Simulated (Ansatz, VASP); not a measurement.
# One calculation of NiCl3, two programs

```
Ni Cl
1.0
     4.51950    0.00000    0.00000
     0.00000    4.42911    0.00000
     0.00000    0.00000    4.51950
Ni Cl
1 3
Direct
  0.00000 0.00000 0.00000
  0.50000 0.00000 0.00000
  0.00000 0.00000 0.50000
  0.00000 0.50000 0.00000
```

Change from the starting cell: strain e2 = -0.02, atoms carried along.

Alike in both runs: task single point; functional PBEsol; k mesh 6 × 6 × 6; occupations gaussian, width 0.05 eV; collinear spin.

```csv
,VASP,Ansatz
version,VASP 6.6.1,Ansatz 0.2.0
potentials or method,"VASP PAW PBE potentials, release 64 (Ni, Cl), cutoff 520 eV","scalar-relativistic, plane waves, PAW"
valence electrons in the cell,31,39
```

Ansatz gave:

| Quantity | Value |
| --- | --- |
| gap on the k mesh at the Fermi level (eV) | none |
| pressure (GPa) | 1.2 |
| traceless stress, the component that is largest in VASP (GPa) | 1.11 |
| net moment per atom (μB) | 0.01 |

Problem. Estimate VASP's values.

Solution. gap on the k mesh at the Fermi level (eV): none; pressure (GPa): 1.2; traceless stress, the component that is largest in VASP (GPa): 1.11; net moment per atom (μB): 0.00.

VASP's potentials were made for PBE, not for PBEsol. A gap of «none» marks a metal or a gap that the smearing closes. VASP's potentials hold 31 valence electrons a cell and Ansatz's 39, so a difference there can come from the potentials and not from the codes.
